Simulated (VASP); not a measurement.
A run of VASP 6.6.1 is set up as follows.

INCAR

```
SYSTEM = Ga3As3N2
PREC = Accurate
ENCUT = 520
EDIFF = 1E-6
ISMEAR = 0
SIGMA = 0.05
LREAL = .False.
LASPH = .True.
NELM = 120
ALGO = Normal
ISIF = 2
LWAVE = .False.
LCHARG = .False.
LDIPOL = .True.
IDIPOL = 3
DIPOL = 0.5 0.5 0.331
GGA = PE
IVDW = 12
NBANDS = 57
GGA_COMPAT = .False.
NELMDL = -8
```

Contents of KPOINTS:

```
Automatic mesh
0
Gamma
  7 5 1
  0 0 0
```

POSCAR

```
Ga3As3N2
1.0
    4.0137031116      0.0000000000      0.0000000000
    0.0000000000      5.6762333758      0.0000000000
    0.0000000000      0.0000000000     22.8852699092
Ga As N
3 3 2
Direct
    0.5000000000      0.5000000000      0.1747849169
    0.0000000000      0.0653835254      0.2732733389
    0.5000000000      0.4894639615      0.3292030243
    0.0000000000      0.2500000000      0.1747849169
    0.5000000000      0.8102208702      0.2554204538
    0.0000000000      0.2887573197      0.3664046761
    0.5000000000      1.0387573197      0.5149718555
    0.5000000000      1.0387573197      0.5630377077
```

Potentials or basis: VASP PAW PBE potentials, release 64 (Ga_d, As_d, N).

Launch:

```sh
$ cat potpaw_PBE.64/Ga_d/POTCAR potpaw_PBE.64/As_d/POTCAR potpaw_PBE.64/N/POTCAR > POTCAR
$ mpirun -np 1 vasp_std > vasp.out
```

(1) Estimate the band gap on the k mesh.

(2) What does it give for the largest force?

(3) Estimate the dispersion energy per atom.

Answers

(1) 0.41 eV (least direct gap 0.76 eV).

(2) 2.152 eV/Å.

(3) -0.157 eV.

Caveat: the standard files for N, O and F lose accuracy on very short bonds.
